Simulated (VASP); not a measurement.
Pt: single point with PBE

The system is Pt.

```
CELL_PARAMETERS angstrom
0.00000 1.95790 1.95790
1.95790 0.00000 1.95790
1.95790 1.95790 0.00000
ATOMIC_POSITIONS crystal
Pt 0.00000 0.00000 0.00000
```

| Quantity | Value |
| --- | --- |
| Program | VASP 6.6.1 |
| Task | single point |
| Functional | PBE |
| Potentials or basis | VASP PAW PBE potentials, release 64 (Pt) |
| Cutoff | 520 eV |
| k mesh | 24 × 24 × 24 |
| Occupations | fermi-dirac, width 0.02 eV |
| Spin | no spin polarisation |
| Dipole correction | no |
| Further INCAR settings | ALGO = Normal; EDIFF = 1e-06; NBANDS = 11 |

The pressure is 10.9 GPa. The band gap on the k mesh is zero (band 5 reaches 11.86 eV, above the bottom of band 6 at 9.60 eV).

Levels at points of the mesh, in eV from the Fermi level:
```
           k point  band 1  band 2  band 3  band 4  band 5  band 6  band 7  band 8  band 9  band 10
(0.00, 0.00, 0.00)  -10.26   -3.81   -3.81   -3.81   -1.64   -1.64   14.63   19.63   19.63    19.63
(0.50, 0.00, 0.00)   -7.37   -3.87   -3.87   -0.48    0.05    0.05    5.89   14.20   19.02    19.02
(0.50, 0.50, 0.00)   -7.12   -6.66    0.01    0.51    0.51    1.78    8.94   11.42   11.42    20.22
```

Wall time 25 s on 1 thread of Intel(R) Xeon(R) Platinum 8559C (Emerald Rapids), with other jobs on the host, peak memory 0.19 GiB.

Caveat: spin-orbit coupling is left out, which moves the levels of the heavy elements.
